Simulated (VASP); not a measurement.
**AlN: electric field gradients with PBE**

The system is AlN.

```
Al N
1.0
     0.00000    1.93762    1.93762
     1.93762    0.00000    1.93762
     1.93762    1.93762    0.00000
Al N
1 1
Cartesian
  0.0000 0.0000 0.0000
  1.9376 1.9376 1.9376
```

This cell differs from its parent crystal: volume scaled by 0.94.

```
Program                : VASP 6.6.1
Task                   : electric field gradients
Functional             : PBE
Potentials or basis    : VASP PAW PBE potentials, release 64 (Al, N)
Cutoff                 : 520 eV
k mesh                 : 10 × 10 × 10
Occupations            : fermi-dirac, width 0.02 eV
Spin                   : no spin polarisation
Dipole correction      : no
Further INCAR settings : ALGO = Normal; EDIFF = 1e-08; NBANDS = 11
```

* Pressure: 49.4 GPa
* Band gap on the k mesh: 5.05 eV, indirect (least direct gap 7.64 eV)

Levels at points of the mesh, in eV from the valence-band top:
```
           k point  band 1  band 2  band 3  band 4  band 5  band 6  band 7  band 8  band 9
(0.00, 0.00, 0.00)  -18.77    0.00    0.00    0.00    7.64   12.57   12.57   12.57   18.07
(0.50, 0.00, 0.00)  -14.98   -9.16   -1.34   -1.34    6.97   12.07   12.07   15.21   17.66
(0.50, 0.50, 0.00)  -13.81   -8.28   -3.14   -3.14    5.05    5.91   15.68   19.36   19.36
```

Run time: 7.5 s on 1 thread of AMD EPYC 9R45 (Zen 5), with other jobs on the host, peak memory 0.09 GiB.

Caveat: without QUAD_EFG the Cq values of the log hold for a quadrupole moment of 1 mb, not for the nuclei. A k mesh can miss the band edges.
